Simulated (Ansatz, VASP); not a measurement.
# CaO: VASP beside Ansatz

The input INCAR:

```
  PREC = Accurate
  ENCUT = 520
  EDIFF = 1E-6
  ISMEAR = 0
  SIGMA = 0.05
  LREAL = False
  LASPH = True
  NELM = 60
  ALGO = Normal
  ISIF = 2
  LWAVE = False
  LCHARG = False
  GGA = PS
  NBANDS = 24
```

KPOINTS

```
regular mesh
0
Gamma
  9 9 6
```

File POSCAR:

```
CaO
1.0
    3.9919758245      0.0000000000      0.0000000000
   -1.9959879122      3.4571524753      0.0000000000
    0.0000000000      0.0000000000      4.7848400100
Ca O
2 2
Direct
    0.2067840986      0.6033920493      0.7500000000
    0.5401174320      0.2700587160      0.2500000000
    0.3333333333      0.6666666667      0.2500000000
    0.6666666667      0.3333333333      0.7500000000
```

Input for Ansatz:

```yaml
crystal:
  lattice:
    - [3.9919758245, 0.0, 0.0]
    - [-1.9959879122, 3.4571524753, 0.0]
    - [0.0, 0.0, 4.78484001]
  atoms:
    - { symbol: Ca, position: [0.2067840986, 0.6033920493, 0.75] }
    - { symbol: Ca, position: [0.540117432, 0.270058716, 0.25] }
    - { symbol: O, position: [0.3333333333, 0.6666666667, 0.25] }
    - { symbol: O, position: [0.6666666667, 0.3333333333, 0.75] }
basis:
  ecutwfc: 420
kpoints:
  mp_grid: { grid: [9, 9, 6] }
hamiltonian:
  xc: pbesol
scf:
  occupations: { method: gaussian, width: 0.05 }
output:
  forces: true
  stress: true
  eigenvalues: true
```

Change from the starting cell: all Ca atoms moved +0.438 Å, as atom 1 towards its neighbour atom 4 (O) at 2.305 Å.

Alike in both runs: task single point; functional PBEsol; k mesh 9 × 9 × 6; occupations gaussian, width 0.05 eV; no spin polarisation.

|  | VASP | Ansatz |
| --- | --- | --- |
| version | VASP 6.6.1 | Ansatz 0.2.0 |
| potentials or method | VASP PAW PBE potentials, release 64 (Ca_sv, O), cutoff 520 eV | scalar-relativistic, plane waves, PAW |
| valence electrons in the cell | 32 | 32 |

|  | VASP | Ansatz | Ansatz less VASP |
| --- | --- | --- | --- |
| gap on the k mesh at the Fermi level (eV) | 3.10 | 3.11 | +0.011 |
| least direct gap on the mesh (eV) | 3.26 | 3.27 | +0.009 |
| pressure (GPa) | 6.9 | 6.2 | -0.69 |
| traceless stress, the component that is largest in VASP (GPa) | -9.51 | -9.21 | +0.301 |
| rms of the force components (eV/Å) | 2.317 | 2.241 | -0.0760 |

VASP's potentials were made for PBE, not for PBEsol. Atom by atom the forces differ by 0.076 eV/Å (rms over components).
